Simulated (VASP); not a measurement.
# SnSe (zincblende type) (F-43m) in VASP: further runs

SnSe (zincblende type) is run at these levels: PBEsol; tasks: single point.

Program: VASP 6.6.1. These are calculated values, not measurements. Logs are shortened: lines on timing, memory, paths and dates and some standing lists are left out, and cuts for length are marked.

## Step 1: The cell of the first run

Symmetry: F-43m, No. 216, cubic system. Conventional cell: a = 6.516 Å, b = 6.516 Å, c = 6.516 Å, α = 90.00°, β = 90.00°, γ = 90.00°. Sn (site symmetry -43m) has 4 Se at 2.82 Å within 3.7 Å. Se (site symmetry -43m) has 4 Sn at 2.82 Å within 3.7 Å.

## Step 2: Single point, PBEsol (volume scaled by 0.94)

Contents of INCAR:

```
PREC = Accurate
ENCUT = 520
EDIFF = 1E-7
ISMEAR = -1
SIGMA = 0.08
LREAL = F
LASPH = T
NELM = 100
ALGO = Normal
ISIF = 2
LWAVE = F
LCHARG = F
GGA = PS
NBANDS = 17
```

Contents of KPOINTS:

```
regular mesh
0
Gamma
  12 12 12
```

Contents of POSCAR:

```
SnSe
1.0
    0.0000000000      3.2578322384      3.2578322384
    3.2578322384      0.0000000000      3.2578322384
    3.2578322384      3.2578322384      0.0000000000
Sn Se
1 1
Direct
    0.0000000000      0.0000000000      0.0000000000
    0.2500000000      0.2500000000      0.2500000000
```

Potentials or basis: VASP PAW PBE potentials, release 64 (Sn_d, Se).

Command:

```bash
$ cat potpaw_PBE.64/Sn_d/POTCAR potpaw_PBE.64/Se/POTCAR > POTCAR
$ mpirun -np 1 vasp_std > vasp.out
```

OUTCAR:

```text
PREC = Accurate
   ENCUT = 520
   EDIFF = 1E-7
   ISMEAR = -1
   LREAL = F
   LASPH = T
   NELM = 100
   ISIF = 2
   GGA = PS

 ion  position               nearest neighbor table
   1  0.000  0.000  0.000-   2 2.82   2 2.82   2 2.82   2 2.82
   2  0.250  0.250  0.250-   1 2.82   1 2.82   1 2.82   1 2.82

  LATTYP: Found a face centered cubic cell.
 ALAT       =     6.5156644768

  Lattice vectors:

 A1 = (   0.0000000000,   3.2578322384,   3.2578322384)
 A2 = (   3.2578322384,   0.0000000000,   3.2578322384)
 A3 = (   3.2578322384,   3.2578322384,   0.0000000000)

Analysis of symmetry for initial positions (statically):
=====================================================================
 Subroutine PRICEL returns:
 Original cell was already a primitive cell.

 Routine SETGRP: Setting up the symmetry group for a
 face centered cubic supercell.

 Subroutine GETGRP returns: Found 24 space group operations
 (whereof 24 operations were pure point group operations)
 out of a pool of 48 trial point group operations.

The static configuration has the point symmetry T_d .

Analysis of symmetry for dynamics (positions and initial velocities):
=====================================================================
 Subroutine PRICEL returns:
 Original cell was already a primitive cell.

 Routine SETGRP: Setting up the symmetry group for a
 face centered cubic supercell.

 Subroutine GETGRP returns: Found 24 space group operations
 (whereof 24 operations were pure point group operations)
 out of a pool of 48 trial point group operations.

The dynamic configuration has the point symmetry T_d .

 Subroutine INISYM returns: Found 24 space group operations
 (whereof 24 operations are pure point group operations),
 and found     1 'primitive' translations

----------------------------------------------------------------------------------------

                                     Primitive cell

  volume of cell :      69.1538

  direct lattice vectors                    reciprocal lattice vectors
     0.000000000  3.257832238  3.257832238    -0.153476288  0.153476288  0.153476288
     3.257832238  0.000000000  3.257832238     0.153476288 -0.153476288  0.153476288
     3.257832238  3.257832238  0.000000000     0.153476288  0.153476288 -0.153476288

  length of vectors
     4.607270535  4.607270535  4.607270535     0.265828729  0.265828729  0.265828729

  position of ions in fractional coordinates (direct lattice)
     0.000000000  0.000000000  0.000000000
     0.250000000  0.250000000  0.250000000

  ion indices of the primitive-cell ions
   primitive index   ion index
                 1           1
                 2           2

----------------------------------------------------------------------------------------

 KPOINTS: regular mesh

Automatic generation of k-mesh.
 Grid dimensions read from file:
 generate k-points for:   12   12   12

 Generating k-lattice:

  Cartesian coordinates                     Fractional coordinates (reciprocal lattice)
    -0.012789691  0.012789691  0.012789691     0.083333333  0.000000000  0.000000000
     0.012789691 -0.012789691  0.012789691     0.000000000  0.083333333  0.000000000
     0.012789691  0.012789691 -0.012789691     0.000000000  0.000000000  0.083333333

  Length of vectors
     0.022152394  0.022152394  0.022152394

  Shift w.r.t. Gamma in fractional coordinates (k-lattice)
     0.000000000  0.000000000  0.000000000

 Subroutine IBZKPT returns following result:
 ===========================================

 Found     72 irreducible k-points:

 Following reciprocal coordinates:
            Coordinates               Weight
  0.000000  0.000000  0.000000      1.000000
  0.083333  0.000000  0.000000      8.000000
  0.166667  0.000000  0.000000      8.000000
  0.250000  0.000000  0.000000      8.000000
  0.333333  0.000000  0.000000      8.000000
  0.416667  0.000000  0.000000      8.000000
[... 16 lines left out ...]
  0.500000  0.166667  0.000000     24.000000
 -0.416667  0.166667  0.000000     24.000000
 [... further k-points ...]
   k-points           NKPTS =     72   k-points in BZ     NKDIM =     72   number of bands    NBANDS=     17
   number of dos      NEDOS =    301   number of ions     NIONS =      2
   total plane-waves  NPLWV =  46656
   dimension x,y,z NGX =    36 NGY =   36 NGZ =   36
   dimension x,y,z NGXF=    72 NGYF=   72 NGZF=   72
   ions per type =               1   1
   NGX,Y,Z   is equivalent  to a cutoff of  12.99, 12.99, 12.99 a.u.
   NGXF,Y,Z  is equivalent  to a cutoff of  25.98, 25.98, 25.98 a.u.
 SYSTEM =  unknown system
   PREC   = accura    normal or accurate (medium, high low for compatibility)
   ISTART =      0    job   : 0-new  1-cont  2-samecut
   ICHARG =      2    charge: 1-file 2-atom 10-const
   ISPIN  =      1    spin polarized calculation?
   LNONCOLLINEAR =      F non collinear calculations
   LSORBIT =      F    spin-orbit coupling
   LASPH  =      T    aspherical Exc in radial PAW
   ENCUT  =  520.0 eV  38.22 Ry    6.18 a.u.   8.57  8.57  8.57*2*pi/ulx,y,z
   NELM   =    100;   NELMIN=  2; NELMDL= -5     # of ELM steps
   EDIFF  = 0.1E-06   stopping-criterion for ELM
   LREAL  =      F    real-space projection
   EDIFFG = 0.1E-05   stopping-criterion for IOM
   NSW    =      0    number of steps for IOM
   IBRION =     -1    ionic relax: 0-MD 1-quasi-New 2-CG
   NFREE  =      0    steps in history (QN), initial steepest desc. (CG)
   ISIF   =      2    stress and relaxation
   ISYM   =      2    0-nonsym 1-usesym 2-fastsym
   POTIM  = 0.5000    time-step for ionic-motion
   TEBEG  =    0.0;   TEEND  =   0.0 temperature during run
   PSTRESS=    0.0 pullay stress
   NELECT =      20.0000    total number of electrons
   NUPDOWN=      -1.0000    fix difference up-down
   EMIN   =  10.00;   EMAX   =-10.00  energy-range for DOS
   EFERMI =   0.00;   METHOD = LEGACY
   ISMEAR =    -1;   SIGMA  =   0.08  broadening in eV -4-tet -1-fermi 0-gaus
   EFERMI_NEDOS =   21; number of points for ismear=-14 and -15
   IALGO  =     38    algorithm
   IMIX   =      4    mixing-type and parameters
     AMIX     =   0.40;   BMIX     =  1.00
     AMIX_MAG =   1.60;   BMIX_MAG =  1.00
  volume/ion in A,a.u.               =      34.58       233.34
  Fermi-wavevector in a.u.,A,eV,Ry     =   1.082628  2.045871 15.947177  1.172084
  Thomas-Fermi vector in A             =   2.218675
   LORBIT       =      0    0 simple, 1 ext, 2 COOP (PROOUT), +10 PAW based schemes
   GGA     = PS    functional components
   LHFCALC =     F    Hartree Fock is set to
   AEXX    =    0.0000 exact exchange contribution
   IVDW    =     0    specifies the selected vdW correction
   LEPSILON=     F    determine dielectric tensor
   LRPA    =     F    only Hartree local field effects (RPA)
 non-spin polarized calculation
  energy-cutoff  :      520.00
  volume of cell :       69.15
 maximum number of plane-waves:      1892
 NGX is ok and might be reduce to    36
   NGX = 17   NGY = 17   NGZ = 17

 number of electron      19.9999998 magnetization

 Free energy of the ion-electron system (eV)
  ---------------------------------------------------
  ext. energy  EPLUGINS =         0.00000000
  ---------------------------------------------------
  free energy    TOTEN  =        -8.29244159 eV

  energy without entropy =       -8.27819355  energy(sigma->0) =       -8.28531757

 E-fermi :   3.6746     XC(G=0):  -8.4643

 val. band max:        3.6736967456   @ k =  -0.3333   0.4167   0.1667
 cond. band min:       3.7119741179   @ k =  -0.4167   0.5000   0.0833
 fundamental gap:      0.0382773723
 Fermi energy:         3.6746373178

 k-point     1 :       0.0000    0.0000    0.0000
  band No.  band energies     occupation
      1     -17.9911      2.00000
      2     -17.9911      2.00000
      3     -17.9911      2.00000
      4     -17.9678      2.00000
      5     -17.9678      2.00000
      6     -10.1693      2.00000
[... 9 lines left out ...]
     16      11.1286      0.00000
     17      12.2508      0.00000

 k-point     2 :       0.0833    0.0000    0.0000
  band No.  band energies     occupation
      1     -17.9915      2.00000
      2     -17.9907      2.00000
      3     -17.9907      2.00000
      4     -17.9678      2.00000
      5     -17.9678      2.00000
      6     -10.1358      2.00000
[... 9 lines left out ...]
     16      10.7828      0.00000
     17      11.9660      0.00000

 k-point     3 :       0.1667    0.0000    0.0000
  band No.  band energies     occupation
      1     -17.9927      2.00000
      2     -17.9898      2.00000
      3     -17.9898      2.00000
      4     -17.9677      2.00000
      5     -17.9677      2.00000
      6     -10.0406      2.00000
[... 9 lines left out ...]
     16      10.3980      0.00000
     17      11.6180      0.00000

 k-point     4 :       0.2500    0.0000    0.0000
  band No.  band energies     occupation
      1     -17.9944      2.00000
      2     -17.9885      2.00000
      3     -17.9885      2.00000
      4     -17.9675      2.00000
      5     -17.9675      2.00000
      6      -9.9011      2.00000
[... 9 lines left out ...]
     16      10.3088      0.00000
     17      11.8798      0.00000

 k-point     5 :       0.3333    0.0000    0.0000
  band No.  band energies     occupation
      1     -17.9961      2.00000
      2     -17.9874      2.00000
      3     -17.9874      2.00000
      4     -17.9672      2.00000
      5     -17.9672      2.00000
      6      -9.7486      2.00000
[... 9 lines left out ...]
     16      10.5888      0.00000
     17      12.3412      0.00000

 k-point     6 :       0.4167    0.0000    0.0000
  band No.  band energies     occupation
      1     -17.9973      2.00000
      2     -17.9867      2.00000
      3     -17.9867      2.00000
      4     -17.9669      2.00000
      5     -17.9669      2.00000
      6      -9.6267      2.00000
[... 9 lines left out ...]
     16      11.1795      0.00000
     17      11.7897      0.00000

 k-point     7 :       0.5000    0.0000    0.0000
  band No.  band energies     occupation
      1     -17.9978      2.00000
      2     -17.9865      2.00000
      3     -17.9865      2.00000
      4     -17.9668      2.00000
      5     -17.9668      2.00000
      6      -9.5795      2.00000
[... 9 lines left out ...]
     16      11.6532      0.00000
     17      11.6532      0.00000

 k-point     8 :       0.0833    0.0833    0.0000
  band No.  band energies     occupation
      1     -17.9921      2.00000
      2     -17.9904      2.00000
      3     -17.9904      2.00000
      4     -17.9680      2.00000
      5     -17.9675      2.00000
      6     -10.1245      2.00000
[... 9 lines left out ...]
     16      11.2084      0.00000
     17      12.4327      0.00000
[... 203 lines left out ...]
      1     -17.9949      2.00000
      2     -17.9884      2.00000
      3     -17.9884      2.00000
      4     -17.9685      2.00000
      5     -17.9669      2.00000
      6      -9.9970      2.00000
[... 9 lines left out ...]
     16      11.4462      0.00000
     17      12.9754      0.00000

 k-point    20 :       0.2500    0.1667    0.0000
  band No.  band energies     occupation
      1     -17.9966      2.00000
      2     -17.9873      2.00000
      3     -17.9871      2.00000
      4     -17.9688      2.00000
      5     -17.9665      2.00000
      6      -9.8917      2.00000
[... 9 lines left out ...]
     16      11.4499      0.00000
     17      12.8336      0.00000

 k-point    21 :       0.3333    0.1667    0.0000
  band No.  band energies     occupation
      1     -17.9979      2.00000
      2     -17.9864      2.00000
      3     -17.9859      2.00000
      4     -17.9688      2.00000
      5     -17.9662      2.00000
      6      -9.7549      2.00000
[... 9 lines left out ...]
     16      11.5469      0.00000
     17      12.8566      0.00000

 k-point    22 :       0.4167    0.1667    0.0000
  band No.  band energies     occupation
      1     -17.9987      2.00000
      2     -17.9859      2.00000
      3     -17.9851      2.00000
      4     -17.9685      2.00000
      5     -17.9661      2.00000
      6      -9.6204      2.00000
[... 9 lines left out ...]
     16      11.8821      0.00000
     17      12.4445      0.00000

 k-point    23 :       0.5000    0.1667    0.0000
  band No.  band energies     occupation
      1     -17.9990      2.00000
      2     -17.9857      2.00000
      3     -17.9848      2.00000
      4     -17.9680      2.00000
      5     -17.9663      2.00000
      6      -9.5301      2.00000
[... 9 lines left out ...]
     16      11.7887      0.00000
     17      12.0590      0.00000

 k-point    24 :      -0.4167    0.1667    0.0000
  band No.  band energies     occupation
      1     -17.9987      2.00000
      2     -17.9857      2.00000
      3     -17.9850      2.00000
      4     -17.9674      2.00000
      5     -17.9667      2.00000
      6      -9.5176      2.00000
[... 9 lines left out ...]
     16      11.1377      0.00000
     17      12.3761      0.00000

 [... further k-points ...]
[... 5 lines left out ...]
  --------------------------------------------------------------------------------------
  -------------------------------------------------------------------------------------
  Total        0.9659091      0.9659091      0.9659091      0.0000000      0.0000000     -0.0000000
  in kB       22.3784866     22.3784866     22.3784866      0.0000000      0.0000000     -0.0000000
  external PRESSURE =      22.3784866 kB  Pullay stress =       0.0000000 kB

 VOLUME and BASIS-vectors are now :
 -----------------------------------------------------------------------------
  energy-cutoff  :      520.00
  volume of cell :       69.15
      direct lattice vectors                 reciprocal lattice vectors
     0.000000000  3.257832238  3.257832238    -0.153476288  0.153476288  0.153476288
     3.257832238  0.000000000  3.257832238     0.153476288 -0.153476288  0.153476288
     3.257832238  3.257832238  0.000000000     0.153476288  0.153476288 -0.153476288

 POSITION                                       TOTAL-FORCE (eV/Angst)
 -----------------------------------------------------------------------------------
      0.00000      0.00000      0.00000        -0.000000      0.000000     -0.000000
      1.62892      1.62892      1.62892         0.000000     -0.000000      0.000000
 -----------------------------------------------------------------------------------
    total drift:                               -0.000000     -0.000000     -0.000000

  FREE ENERGIE OF THE ION-ELECTRON SYSTEM (eV)
  ---------------------------------------------------
  free  energy   TOTEN  =        -8.2924415900 eV

  energy  without entropy=       -8.2781935456  energy(sigma->0) =       -8.28531757
```

Wall time 85 s (1 thread of Intel Xeon 6975P-C, shared host); peak memory 0.26 GiB.

Results:

```
Free energy            : -8.2924 eV
Pressure               : 2.2 GPa
Band gap on the k mesh : zero (band 10 reaches 3.88 eV, above the bottom of band 11 at 3.43 eV)
```

Caveat: the cell differs from its parent crystal (volume scaled by 0.94); the PAW data sets were made with another functional, which shifts forces and pressure a little; spin-orbit coupling is left out, which moves the levels of the heavy elements.

## Step 3: Single point, PBEsol

This run uses another cell than the first one, of 36.78 Å³/atom, 1.064 times its volume.

Contents of INCAR:

```
SYSTEM = SnSe
ALGO     = Normal         ! electronic algorithm
EDIFF    = 1E-7           ! SCF threshold, eV
ENCUT    = 520            ! plane-wave cutoff, eV
GGA      = PS             ! functional
ISIF     = 2              ! what is computed and relaxed
ISMEAR   = -1             ! smearing method
LASPH    = .TRUE.         ! aspherical terms in the spheres
LCHARG   = .TRUE.         ! write CHGCAR
LELF     = .TRUE.         ! ELF
LREAL    = .FALSE.        ! projectors in reciprocal space
LVHAR    = .TRUE.       
LWAVE    = .FALSE.        ! write WAVECAR
NBANDS   = 17             ! bands
NELM     = 100            ! most SCF steps
PREC     = Accurate       ! precision mode
SIGMA    = 0.08           ! smearing width, eV
```

Contents of KPOINTS:

```
k-points
0
G
  12 12 12
  0 0 0
```

Contents of POSCAR:

```
SnSe
1.0
    0.0000000000      3.3257231900      3.3257231900
    3.3257231900      0.0000000000      3.3257231900
    3.3257231900      3.3257231900      0.0000000000
Sn Se
1 1
Direct
    0.0000000000      0.0000000000      0.0000000000
    0.2500000000      0.2500000000      0.2500000000
```

Potentials or basis: VASP PAW PBE potentials, release 64 (Sn_d, Se).

Command:

```bash
$ cat potpaw_PBE.64/Sn_d/POTCAR potpaw_PBE.64/Se/POTCAR > POTCAR
$ mpirun -np 1 vasp_std > vasp.out
```

OUTCAR:

```text
SYSTEM = SnSe
   EDIFF = 1E-7
   ENCUT = 520
   GGA = PS
   ISIF = 2
   ISMEAR = -1
   LASPH = .TRUE.
   LREAL = .FALSE.
   NELM = 100
   PREC = Accurate

 ion  position               nearest neighbor table
   1  0.000  0.000  0.000-   2 2.88   2 2.88   2 2.88   2 2.88
   2  0.250  0.250  0.250-   1 2.88   1 2.88   1 2.88   1 2.88

  LATTYP: Found a face centered cubic cell.
 ALAT       =     6.6514463800

  Lattice vectors:

 A1 = (   0.0000000000,   3.3257231900,   3.3257231900)
 A2 = (   3.3257231900,   0.0000000000,   3.3257231900)
 A3 = (   3.3257231900,   3.3257231900,   0.0000000000)

[... 646 lines left out ...]
      5     -18.5015      2.00000
      6      -9.7773      2.00000
[... 9 lines left out ...]
     16      10.4417      0.00000
     17      11.6676      0.00000

 [... further k-points ...]
[... 5 lines left out ...]
  --------------------------------------------------------------------------------------
  -------------------------------------------------------------------------------------
  Total        0.0143322      0.0143322      0.0143322      0.0000000      0.0000000      0.0000000
  in kB        0.3121299      0.3121299      0.3121299      0.0000000      0.0000000      0.0000000
  external PRESSURE =       0.3121299 kB  Pullay stress =       0.0000000 kB

 VOLUME and BASIS-vectors are now :
 -----------------------------------------------------------------------------
  energy-cutoff  :      520.00
  volume of cell :       73.57
      direct lattice vectors                 reciprocal lattice vectors
     0.000000000  3.325723190  3.325723190    -0.150343240  0.150343240  0.150343240
     3.325723190  0.000000000  3.325723190     0.150343240 -0.150343240  0.150343240
     3.325723190  3.325723190  0.000000000     0.150343240  0.150343240 -0.150343240

 POSITION                                       TOTAL-FORCE (eV/Angst)
 -----------------------------------------------------------------------------------
      0.00000      0.00000      0.00000         0.000000      0.000000      0.000000
      1.66286      1.66286      1.66286        -0.000000     -0.000000     -0.000000
 -----------------------------------------------------------------------------------
    total drift:                               -0.000000     -0.000000     -0.000000

  FREE ENERGIE OF THE ION-ELECTRON SYSTEM (eV)
  ---------------------------------------------------
  free  energy   TOTEN  =        -8.3232038262 eV

  energy  without entropy=       -8.3126958311  energy(sigma->0) =       -8.31794983
```

stdout:

```text
POSCAR found type information on POSCAR SnSe
 POSCAR found :  2 types and       2 ions
 scaLAPACK will be used
 -----------------------------------------------------------------------------
|                                                                             |
|                                                                             |
|     You enforced a specific xc type in the INCAR file but a different       |
|     I HOPE YOU KNOW WHAT YOU ARE DOING!                                     |
|                                                                             |
 -----------------------------------------------------------------------------

 LDA part: xc-table for (Slater+PW92), standard interpolation
 POSCAR, INCAR and KPOINTS ok, starting setup
 FFT: planning ... GRIDC
 FFT: planning ... GRID_SOFT
 FFT: planning ... GRID
 WAVECAR not read
 entering main loop
```

Run time: 93 s. Hardware: 1 thread of Intel Xeon 6975P-C, shared host; peak memory 0.26 GiB.

What came out:

```yaml
Free_energy: -8.3232 eV
Pressure: 0.0 GPa
Band_gap_on_the_k_mesh: zero (band 10 reaches 3.23 eV, above the bottom of band 11 at 3.02 eV)
```

Caveat: the PAW data sets were made with another functional, which shifts forces and pressure a little; spin-orbit coupling is left out, which moves the levels of the heavy elements.
